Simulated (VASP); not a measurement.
A run of VASP 6.6.1 is set up as follows.

Contents of INCAR:

```
ALGO = Normal
EDIFF = 1E-6
ENCUT = 520
GGA = PS
GGA_COMPAT = F
ISIF = 2
ISMEAR = -1
LASPH = T
LCHARG = F
LMAXMIX = 6
LORBIT = 11
LORBMOM = T
LREAL = F
LSORBIT = T
LWAVE = F
MAGMOM = 4.95 4.95 0
NBANDS = 29
NELM = 150
PREC = Accurate
SIGMA = 0.05
```

The input KPOINTS:

```
k-points
0
Gamma
  9 9 9
```

File POSCAR:

```
Gd
1.0
   -2.0250000000      2.0250000000      2.0250000000
    2.0250000000     -2.0250000000      2.0250000000
    2.0250000000      2.0250000000     -2.0250000000
Gd
1
Direct
    0.0000000000      0.0000000000      0.0000000000
```

Potentials or basis: VASP PAW PBE potentials, release 64 (Gd).

Command:

```bash
$ cat potpaw_PBE.64/Gd/POTCAR > POTCAR
$ mpirun -np 1 vasp_ncl > vasp.out
```

Question: Predict the pressure.

Answer: -1.9 GPa.

Question: What does it give for the net moment?

Answer: 7.54 μB per cell.

Moments on the atoms (μB; x, y, z):
```
Gd  4.91 4.91 0.00
```

Caveat: the PAW data sets were made with another functional, which shifts forces and pressure a little. The state reached can hang on the start; a lower one may exist.
